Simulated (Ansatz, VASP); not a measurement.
**Ir in VASP and in Ansatz**

```
Ir
1.0
     2.56787    0.00000    0.00000
     0.00000    2.56787    0.00000
     0.00000    0.00000    2.56787
Ir
1
Direct
  0.00000 0.00000 0.00000
```

Alike in both runs: functional PBE; k mesh 8 × 8 × 8; occupations gaussian, width 0.1 eV; no spin polarisation.

Ansatz relaxed the structure, and its values are those at the end. VASP's run is a single point on that final structure, the one shown.

```csv
,VASP,Ansatz
version,VASP 6.6.1,Ansatz 0.2.0
potentials or method,"VASP PAW PBE potentials, release 64 (Ir), cutoff 520 eV","scalar-relativistic, plane waves, PAW"
valence electrons in the cell,9,17
```

|  | VASP | Ansatz | Ansatz less VASP |
| --- | --- | --- | --- |
| gap on the k mesh at the Fermi level (eV) | none | none | - |
| pressure (GPa) | 0.2 | 0.0 | -0.19 |

A gap of «none» marks a metal or a gap that the smearing closes. VASP's potentials hold 9 valence electrons a cell and Ansatz's 17, so a difference there can come from the potentials and not from the codes.

Spin-orbit coupling is off throughout.
